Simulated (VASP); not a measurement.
# ZrSe2 in VASP: notebook

ZrSe2 is run at these levels: PBE+D3(BJ); tasks: single point.

All numbers are computed with VASP 6.6.1; they aren't measurements. Logs are shortened: lines on timing, memory, paths and dates and some standing lists are left out, and cuts for length are marked.

### Step 1. The cell of the first run

The cell holds a slab with vacuum, 12 atoms: a = 3.741 Å, b = 3.741 Å, c = 68.611 Å, α = 90.00°, β = 90.00°, γ = 120.00°.

### Step 2. Single point, PBE+D3(BJ)

INCAR reads:

```
SYSTEM = ZrSe2
PREC = Accurate
ENCUT = 400
EDIFF = 1E-6
ISMEAR = 0
SIGMA = 0.01
LREAL = .FALSE.
LASPH = .TRUE.
NELM = 120
ALGO = Normal
ISIF = 2
LWAVE = .FALSE.
LCHARG = .FALSE.
LDIPOL = .TRUE.
IDIPOL = 3
DIPOL = 0.5 0.5 0.500
GGA = PE
IVDW = 12
NBANDS = 60
GGA_COMPAT = .FALSE.
NELMDL = -8
```

KPOINTS reads:

```
Automatic mesh
0
G
  12 12 1
  0 0 0
```

POSCAR reads:

```
ZrSe2
1.0
    3.7409588309      0.0000000000      0.0000000000
   -1.8704794154      3.2397653820      0.0000000000
    0.0000000000      0.0000000000     68.6109370448
Se Zr
8 4
Direct
    0.6666666667      0.3333333333      0.3445675471
    0.3333333333      0.6666666667      0.3911552039
    0.6666666667      0.3333333333      0.4327435542
    0.3333333333      0.6666666667      0.4792667641
    0.6666666667      0.3333333333      0.5207332359
    0.3333333333      0.6666666667      0.5672564458
    0.6666666667      0.3333333333      0.6088447961
    0.3333333333      0.6666666667      0.6554324529
    0.0000000000      0.0000000000      0.3678906001
    0.0000000000      0.0000000000      0.4560060854
    0.0000000000      0.0000000000      0.5439939146
    0.0000000000      0.0000000000      0.6321093999
```

Potentials or basis: VASP PAW PBE potentials, release 64 (Se, Zr_sv).

Launch:

```bash
> cat potpaw_PBE.64/Se/POTCAR potpaw_PBE.64/Zr_sv/POTCAR > POTCAR
> mpirun -np 1 vasp_std > vasp.out
```

OUTCAR:

```text
SYSTEM = ZrSe2
   PREC = Accurate
   ENCUT = 400
   EDIFF = 1E-6
   ISMEAR = 0
   LREAL = .FALSE.
   LASPH = .TRUE.
   NELM = 120
   ISIF = 2
   GGA = PE
   IVDW = 12
   NELMDL = -8
 IVDW          = 12

 ion  position               nearest neighbor table
   1  0.667  0.333  0.345-   9 2.69   9 2.69   9 2.69
   2  0.333  0.667  0.391-   9 2.69   9 2.69   9 2.69
   3  0.667  0.333  0.433-  10 2.69  10 2.69  10 2.69
   4  0.333  0.667  0.479-  10 2.69  10 2.69  10 2.69
   5  0.667  0.333  0.521-  11 2.69  11 2.69  11 2.69
   6  0.333  0.667  0.567-  11 2.69  11 2.69  11 2.69
   7  0.667  0.333  0.609-  12 2.69  12 2.69  12 2.69
   8  0.333  0.667  0.655-  12 2.69  12 2.69  12 2.69
   9  0.000  0.000  0.368-   2 2.69   2 2.69   2 2.69   1 2.69   1 2.69   1 2.69
  10  0.000  0.000  0.456-   4 2.69   4 2.69   4 2.69   3 2.69   3 2.69   3 2.69
  11  0.000  0.000  0.544-   5 2.69   5 2.69   5 2.69   6 2.69   6 2.69   6 2.69
  12  0.000  0.000  0.632-   7 2.69   7 2.69   7 2.69   8 2.69   8 2.69   8 2.69

  LATTYP: Found a hexagonal cell.
 ALAT       =     3.7409588309
 C/A-ratio  =    18.3404683521

  Lattice vectors:

 A1 = (   3.7409588309,   0.0000000000,   0.0000000000)
 A2 = (  -1.8704794154,   3.2397653820,   0.0000000000)
 A3 = (   0.0000000000,   0.0000000000,  68.6109370448)

Analysis of symmetry for initial positions (statically):
=====================================================================
 Subroutine PRICEL returns:
 Original cell was already a primitive cell.

 Routine SETGRP: Setting up the symmetry group for a
 hexagonal supercell.

 Subroutine GETGRP returns: Found 12 space group operations
 (whereof 12 operations were pure point group operations)
 out of a pool of 24 trial point group operations.

The static configuration has the point symmetry D_3d.

Analysis of symmetry for dynamics (positions and initial velocities):
=====================================================================
 Subroutine PRICEL returns:
 Original cell was already a primitive cell.

 Routine SETGRP: Setting up the symmetry group for a
 hexagonal supercell.

 Subroutine GETGRP returns: Found 12 space group operations
 (whereof 12 operations were pure point group operations)
 out of a pool of 24 trial point group operations.

The dynamic configuration has the point symmetry D_3d.

 Subroutine INISYM returns: Found 12 space group operations
 (whereof 12 operations are pure point group operations),
 and found     1 'primitive' translations

----------------------------------------------------------------------------------------

                                     Primitive cell

  volume of cell :     831.5528

  direct lattice vectors                    reciprocal lattice vectors
     3.740958831  0.000000000  0.000000000     0.267311148  0.154332163  0.000000000
    -1.870479415  3.239765382  0.000000000     0.000000000  0.308664327  0.000000000
     0.000000000  0.000000000 68.610937045     0.000000000  0.000000000  0.014574936

  length of vectors
     3.740958831  3.740958831 68.610937045     0.308664327  0.308664327  0.014574936

  position of ions in fractional coordinates (direct lattice)
     0.666666667  0.333333333  0.344567547
     0.333333333  0.666666667  0.391155204
     0.666666667  0.333333333  0.432743554
     0.333333333  0.666666667  0.479266764
     0.666666667  0.333333333  0.520733236
     0.333333333  0.666666667  0.567256446
     0.666666667  0.333333333  0.608844796
     0.333333333  0.666666667  0.655432453
     0.000000000  0.000000000  0.367890600
     0.000000000  0.000000000  0.456006085
     0.000000000  0.000000000  0.543993915
     0.000000000  0.000000000  0.632109400

  ion indices of the primitive-cell ions
   primitive index   ion index
                 1           1
                 2           2
                 3           3
                 4           4
                 5           5
                 6           6
                 7           7
                 8           8
                 9           9
                10          10
                11          11
                12          12

----------------------------------------------------------------------------------------

 KPOINTS: Automatic mesh

Automatic generation of k-mesh.
 Grid dimensions read from file:
 generate k-points for:   12   12    1

 Generating k-lattice:

  Cartesian coordinates                     Fractional coordinates (reciprocal lattice)
     0.022275929  0.012861014  0.000000000     0.083333333  0.000000000  0.000000000
     0.000000000  0.025722027  0.000000000     0.000000000  0.083333333  0.000000000
     0.000000000  0.000000000  0.014574936     0.000000000  0.000000000  1.000000000

  Length of vectors
     0.025722027  0.025722027  0.014574936

  Shift w.r.t. Gamma in fractional coordinates (k-lattice)
     0.000000000  0.000000000  0.000000000

 Subroutine IBZKPT returns following result:
 ===========================================

 Found     19 irreducible k-points:

 Following reciprocal coordinates:
            Coordinates               Weight
  0.000000  0.000000  0.000000      1.000000
  0.083333  0.000000  0.000000      6.000000
  0.166667  0.000000  0.000000      6.000000
  0.250000  0.000000  0.000000      6.000000
  0.333333  0.000000  0.000000      6.000000
  0.416667  0.000000  0.000000      6.000000
[... 11 lines left out ...]
  0.333333  0.250000  0.000000     12.000000
  0.333333  0.333333  0.000000      2.000000
   k-points           NKPTS =     19   k-points in BZ     NKDIM =     19   number of bands    NBANDS=     60
   number of dos      NEDOS =    301   number of ions     NIONS =     12
   total plane-waves  NPLWV = 258048
   dimension x,y,z NGX =    24 NGY =   24 NGZ =  448
   dimension x,y,z NGXF=    48 NGYF=   48 NGZF=  896
   ions per type =               8   4
   NGX,Y,Z   is equivalent  to a cutoff of  10.67, 10.67, 10.86 a.u.
   NGXF,Y,Z  is equivalent  to a cutoff of  21.33, 21.33, 21.71 a.u.
 SYSTEM =  ZrSe2
   PREC   = accura    normal or accurate (medium, high low for compatibility)
   ISTART =      0    job   : 0-new  1-cont  2-samecut
   ICHARG =      2    charge: 1-file 2-atom 10-const
   ISPIN  =      1    spin polarized calculation?
   LNONCOLLINEAR =      F non collinear calculations
   LSORBIT =      F    spin-orbit coupling
   LASPH  =      T    aspherical Exc in radial PAW
   ENCUT  =  400.0 eV  29.40 Ry    5.42 a.u.   6.10  6.10111.89*2*pi/ulx,y,z
   NELM   =    120;   NELMIN=  2; NELMDL= -8     # of ELM steps
   EDIFF  = 0.1E-05   stopping-criterion for ELM
   LREAL  =      F    real-space projection
   EDIFFG = 0.1E-04   stopping-criterion for IOM
   NSW    =      0    number of steps for IOM
   IBRION =     -1    ionic relax: 0-MD 1-quasi-New 2-CG
   NFREE  =      0    steps in history (QN), initial steepest desc. (CG)
   ISIF   =      2    stress and relaxation
   ISYM   =      2    0-nonsym 1-usesym 2-fastsym
   POTIM  = 0.5000    time-step for ionic-motion
   TEBEG  =    0.0;   TEEND  =   0.0 temperature during run
   PSTRESS=    0.0 pullay stress
   NELECT =      96.0000    total number of electrons
   NUPDOWN=      -1.0000    fix difference up-down
   EMIN   =  10.00;   EMAX   =-10.00  energy-range for DOS
   EFERMI =   0.00;   METHOD = LEGACY
   ISMEAR =     0;   SIGMA  =   0.01  broadening in eV -4-tet -1-fermi 0-gaus
   EFERMI_NEDOS =   21; number of points for ismear=-14 and -15
   IALGO  =     38    algorithm
   IMIX   =      4    mixing-type and parameters
     AMIX     =   0.40;   BMIX     =  1.00
     AMIX_MAG =   1.60;   BMIX_MAG =  1.00
  volume/ion in A,a.u.               =      69.30       467.63
  Fermi-wavevector in a.u.,A,eV,Ry     =   0.797141  1.506379  8.645607  0.635434
  Thomas-Fermi vector in A             =   1.903801
   LORBIT       =      0    0 simple, 1 ext, 2 COOP (PROOUT), +10 PAW based schemes
   GGA     = PE    functional components
   LHFCALC =     F    Hartree Fock is set to
   AEXX    =    0.0000 exact exchange contribution
   IVDW    =    12    specifies the selected vdW correction
   LEPSILON=     F    determine dielectric tensor
   LRPA    =     F    only Hartree local field effects (RPA)
 non-spin polarized calculation
 Gauss-broadening in eV      SIGMA  =   0.01
  energy-cutoff  :      400.00
  volume of cell :      831.55
 maximum number of plane-waves:     15276
   NGX = 13   NGY = 13   NGZ =223

 number of electron      96.0000006 magnetization

 dipolmoment           0.000000      0.000000     -0.000000 electrons x Angstroem

 Free energy of the ion-electron system (eV)
  ---------------------------------------------------
  ext. energy  EPLUGINS =         0.00000000
  ---------------------------------------------------
  free energy    TOTEN  =       -78.18397918 eV

  energy without entropy =      -78.18397918  energy(sigma->0) =      -78.18397918

 E-fermi :  -1.6969     XC(G=0):  -3.6226

 val. band max:       -1.8383881359   @ k =   0.0000   0.0000   0.0000
 cond. band min:      -1.6471404749   @ k =   0.5000   0.0000   0.0000
 fundamental gap:      0.1912476610
 Fermi energy:        -1.6968633048

 k-point     1 :       0.0000    0.0000    0.0000
  band No.  band energies     occupation
      1     -51.3011      2.00000
      2     -51.3011      2.00000
      3     -51.2969      2.00000
      4     -51.2969      2.00000
      5     -29.3592      2.00000
      6     -29.3590      2.00000
[... 52 lines left out ...]
     59      -0.0773      0.00000
     60      -0.0025      0.00000

 k-point     2 :       0.0833    0.0000    0.0000
  band No.  band energies     occupation
      1     -51.3001      2.00000
      2     -51.3001      2.00000
      3     -51.2959      2.00000
      4     -51.2959      2.00000
      5     -29.3558      2.00000
      6     -29.3556      2.00000
[... 52 lines left out ...]
     59       0.1353      0.00000
     60       0.2574      0.00000

 k-point     3 :       0.1667    0.0000    0.0000
  band No.  band energies     occupation
      1     -51.2975      2.00000
      2     -51.2975      2.00000
      3     -51.2932      2.00000
      4     -51.2932      2.00000
      5     -29.3467      2.00000
      6     -29.3465      2.00000
[... 997 lines left out ...]
     59       0.8244      0.00000
     60       0.8579      0.00000

 k-point    19 :       0.3333    0.3333    0.0000
  band No.  band energies     occupation
      1     -51.2847      2.00000
      2     -51.2847      2.00000
      3     -51.2805      2.00000
      4     -51.2805      2.00000
      5     -29.3829      2.00000
      6     -29.3829      2.00000
[... 52 lines left out ...]
     59       0.7382      0.00000
     60       0.7382      0.00000

------------------------ aborting loop because EDIFF is reached ----------------------------------------

 vacuum level on the upper side and lower side of the slab       (xc-potential included)        -0.005        -0.005

 Edisp (eV)   -4.44048

 E8    (eV) :    -2.0320

  FORCE on cell =-STRESS in cart. coord.  units (eV):
  Direction    XX          YY          ZZ          XY          YZ          ZX
  --------------------------------------------------------------------------------------
  -------------------------------------------------------------------------------------
  Total       0.05718     0.05718     0.07512     0.00000     0.00000    -0.00000
  in kB       0.11016     0.11016     0.14473     0.00000     0.00000    -0.00000
  external pressure =        0.12 kB  Pullay stress =        0.00 kB

 VOLUME and BASIS-vectors are now :
 -----------------------------------------------------------------------------
  energy-cutoff  :      400.00
  volume of cell :      831.55
      direct lattice vectors                 reciprocal lattice vectors
     3.740958831  0.000000000  0.000000000     0.267311148  0.154332163  0.000000000
    -1.870479415  3.239765382  0.000000000     0.000000000  0.308664327  0.000000000
     0.000000000  0.000000000 68.610937045     0.000000000  0.000000000  0.014574936

 POSITION                                       TOTAL-FORCE (eV/Angst)
 -----------------------------------------------------------------------------------
      1.87048      1.07992     23.64110        -0.000000     -0.000000     -0.019813
     -0.00000      2.15984     26.83753        -0.000000      0.000000      0.019371
      1.87048      1.07992     29.69094        -0.000000     -0.000000     -0.019802
     -0.00000      2.15984     32.88294         0.000000     -0.000000      0.019584
      1.87048      1.07992     35.72800         0.000000      0.000000     -0.019584
     -0.00000      2.15984     38.92000         0.000000      0.000000      0.019802
      1.87048      1.07992     41.77341         0.000000     -0.000000     -0.019371
     -0.00000      2.15984     44.96983         0.000000      0.000000      0.019813
      0.00000      0.00000     25.24132         0.000000      0.000000     -0.000086
      0.00000      0.00000     31.28700        -0.000000     -0.000000      0.000247
      0.00000      0.00000     37.32393        -0.000000      0.000000     -0.000247
      0.00000      0.00000     43.36962        -0.000000     -0.000000      0.000086
 -----------------------------------------------------------------------------------
    total drift:                                0.000000      0.000000      0.000000

  FREE ENERGIE OF THE ION-ELECTRON SYSTEM (eV)
  ---------------------------------------------------
  free  energy   TOTEN  =       -82.6244544460 eV

  energy  without entropy=      -82.6244544460  energy(sigma->0) =      -82.62445445

 vacuum level on the upper side and lower side of the slab         3.633         3.633
```

Wall time 26 min (1 thread of Oxide Virtual Turin-like, shared host); peak memory 0.83 GiB.

What came out:

| Property | Result |
| --- | --- |
| Free energy | -82.6245 eV |
| Largest force | 0.020 eV/Å |
| Band gap on the k mesh | 0.19 eV (least direct gap 1.02 eV) |
| Dispersion energy per atom | -0.370 eV |

Forces in eV/Å, atoms in the order of the input:
```
Se   0.000  0.000 -0.020
Se   0.000  0.000  0.019
Se   0.000  0.000 -0.020
Se   0.000  0.000  0.020
Se   0.000  0.000 -0.020
Se   0.000  0.000  0.020
Se   0.000  0.000 -0.019
Se   0.000  0.000  0.020
Zr   0.000  0.000  0.000
Zr   0.000  0.000  0.000
Zr   0.000  0.000  0.000
Zr   0.000  0.000  0.000
```

Caveat: semilocal functionals underestimate gaps, and a narrow one can read as zero.

### Step 3. Single point, PBE+D3(BJ) (a layer taken out of the bulk)

INCAR reads:

```
SYSTEM = ZrSe2
PREC = Accurate
ENCUT = 400
EDIFF = 1E-6
ISMEAR = 0
SIGMA = 0.1
LREAL = .False.
LASPH = .True.
NELM = 120
ALGO = Normal
ISIF = 2
LWAVE = .False.
LCHARG = .False.
LDIPOL = .True.
IDIPOL = 3
DIPOL = 0.5 0.5 0.500
GGA = PE
IVDW = 12
NBANDS = 60
GGA_COMPAT = .False.
NELMDL = -8
```

KPOINTS reads:

```
regular mesh
0
Gamma
  6 6 1
  0 0 0
```

POSCAR reads:

```
ZrSe2
1.0
    3.7361353442      0.0000000000      0.0000000000
   -1.8680676721      3.2355881201      0.0000000000
    0.0000000000      0.0000000000     68.6109370448
Se Zr
8 4
Direct
    0.6666666667      0.3333333333      0.3447370825
    0.3333333333      0.6666666667      0.3913221290
    0.6666666667      0.3333333333      0.4327173453
    0.3333333333      0.6666666667      0.4793023918
    0.6666666667      0.3333333333      0.5206976082
    0.3333333333      0.6666666667      0.5672826547
    0.6666666667      0.3333333333      0.6086778710
    0.3333333333      0.6666666667      0.6552629175
    0.0000000000      0.0000000000      0.3680296057
    0.0000000000      0.0000000000      0.4560098686
    0.0000000000      0.0000000000      0.5439901314
    0.0000000000      0.0000000000      0.6319703943
```

Potentials or basis: VASP PAW PBE potentials, release 64 (Se, Zr_sv).

Launch:

```bash
> cat potpaw_PBE.64/Se/POTCAR potpaw_PBE.64/Zr_sv/POTCAR > POTCAR
> mpirun -np 1 vasp_std > vasp.out
```

Run time: 13 min. Hardware: 1 thread of Oxide Virtual Turin-like, shared host; peak memory 0.59 GiB.

The run converged. Its results:

| Quantity | Value |
| --- | --- |
| Free energy | -82.5333 eV |
| Largest force | 0.044 eV/Å |
| Band gap on the k mesh | 0.17 eV (least direct gap 1.01 eV) |
| Dispersion energy per atom | -0.371 eV |

Forces on the atoms (eV/Å):
```
Se   0.000  0.000 -0.044
Se   0.000  0.000  0.010
Se   0.000  0.000 -0.007
Se   0.000  0.000  0.006
Se   0.000  0.000 -0.006
Se   0.000  0.000  0.007
Se   0.000  0.000 -0.010
Se   0.000  0.000  0.044
Zr   0.000  0.000  0.027
Zr   0.000  0.000  0.006
Zr   0.000  0.000 -0.006
Zr   0.000  0.000 -0.027
```

Levels at points of the mesh, in eV from the valence-band top:
| k point | band 46 | band 47 | band 48 | band 49 | band 50 | band 51 |
| --- | --- | --- | --- | --- | --- | --- |
| (0.00, 0.00, 0.00) | -0.05 | 0.00 | 0.00 | 1.01 | 1.01 | 1.02 |
| (0.50, 0.00, 0.00) | -1.09 | -1.07 | -0.97 | 0.17 | 0.25 | 0.33 |

Caveat: the cell differs from its parent crystal (a layer taken out of the bulk); semilocal functionals underestimate gaps, and a narrow one can read as zero.
